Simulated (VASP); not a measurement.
Runs of VASP 6.6.1 on Ir. The structure is that of space group Fm-3m (No. 225), or close to it. The cells are those of the table. The cell was built from a structure type or drawn by symmetry, and may not be a known phase.

| task | spin | cell | k mesh | cutoff (eV) | gap on the mesh (eV) | pressure (GPa) | relaxed volume (Å³/atom) |
| --- | --- | --- | --- | --- | --- | --- | --- |
| single point | off | a = 3.983 Å, angles 60.0°, 3 atoms | 6 × 6 × 6 | 520 | none | (a) | - |
| single point | off | a = 4.189 Å, angles 60.0°, 3 atoms | 6 × 6 × 6 | 520 | none | 0.3 | - |
| relaxation of cell and atoms | off | relaxed from a = 3.983 Å, angles 60.0°, 3 atoms | 6 × 6 × 6 | 600 | none | 0.0 | 17.35 |
| single point | off | a = 4.190 Å, angles 60.0°, 3 atoms | 14 × 14 × 14 | 520 | none | 0.3 | - |
| single point | collinear | a = 4.189 Å, angles 60.0°, 3 atoms | 6 × 6 × 6 | 520 | none | 0.3 | - |
| relaxation of cell and atoms | off | relaxed from a = 4.189 Å, angles 60.0°, 3 atoms | 14 × 14 × 14 | 600 | none | 0.0 | 17.36 |

Alike in all rows: level PBE; potentials or basis VASP PAW PBE potentials, release 64 (Ir); smearing gaussian 0.1 eV.

Problem. Estimate the missing entries.

Solution. (a) 56.9.

Caveats: spin-orbit coupling is left out, which moves the levels of the heavy elements; the cell stands under pressure (at least some runs); the volume moved by over 15 % at a fixed basis, so the end points are rough (at least some runs).

A k mesh can miss the band edges, and the runs leave out spin-orbit coupling on Ir.

A gap of «none» marks levels without a gap at the run's occupations.
